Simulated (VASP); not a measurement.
BeV2:

```
CELL_PARAMETERS angstrom
2.65043 0.00000 0.00000
-1.32522 2.29534 0.00000
0.00000 0.00000 10.30910
ATOMIC_POSITIONS crystal
Be 0.33333 0.66667 0.25000
Be 0.66667 0.33333 0.75000
V 0.33333 0.66667 0.62750
V 0.66667 0.33333 0.12750
V 0.33333 0.66667 0.87250
V 0.66667 0.33333 0.37250
```

* Program: VASP 6.6.1
* Task: relaxation of cell and atoms
* Functional: PBE
* Potentials or basis: VASP PAW PBE potentials, release 64 (Be, V_sv)
* Cutoff: 600 eV
* k mesh: 6 × 6 × 2
* Occupations: gaussian, width 0.1 eV
* Spin: no spin polarisation

At the start: pressure 62.4 GPa; volume 10.45 Å³/atom.

Question: How do energy, volume and symmetry change on relaxing?

Answer: Over 14 steps the energy falls by 1362.4 meV/atom and the volume is 12.28 Å³/atom (+17.5 %); space group P6_3/mmc (No. 194, to 0.05 Å).

The path:
```tsv
step	energy change (eV)	largest force (eV/Å)	pressure (GPa)	volume (Å³)
1	0.0000	6.3372	62.43	62.72
2	-3.2321	0.5013	-26.39	107.41
3	-5.5602	1.7631	-12.13	85.58
4	-5.5850	1.9531	-9.94	84.01
5	-5.5854	2.0542	-8.79	83.23
6	-7.1555	1.0643	-7.18	79.01
7	-7.9427	0.3413	-0.90	74.38
8	-7.9531	0.8104	2.96	73.38
9	-7.9578	0.6387	2.05	73.74
10	-8.1463	0.2747	-2.06	74.96
11	-8.1532	0.2033	-2.74	75.22
12	-8.1638	0.0804	1.93	72.79
13	-8.1702	0.1267	0.09	73.70
14	-8.1743	0.0387	0.03	73.68
```

Final structure:
```
Be V
1.0
     2.54013    0.00000    0.00000
    -1.27006    2.19982    0.00000
     0.00000    0.00000   13.18534
Be V
2 4
Direct
  0.33333 0.66667 0.25000
  0.66667 0.33333 0.75000
  0.33333 0.66667 0.59157
  0.66667 0.33333 0.09157
  0.33333 0.66667 0.90843
  0.66667 0.33333 0.40843
```

Caveat: the k points lie up to 0.48 Å⁻¹ apart in the final cell; the volume moved by over 15 % at a fixed basis, so the end points are rough.
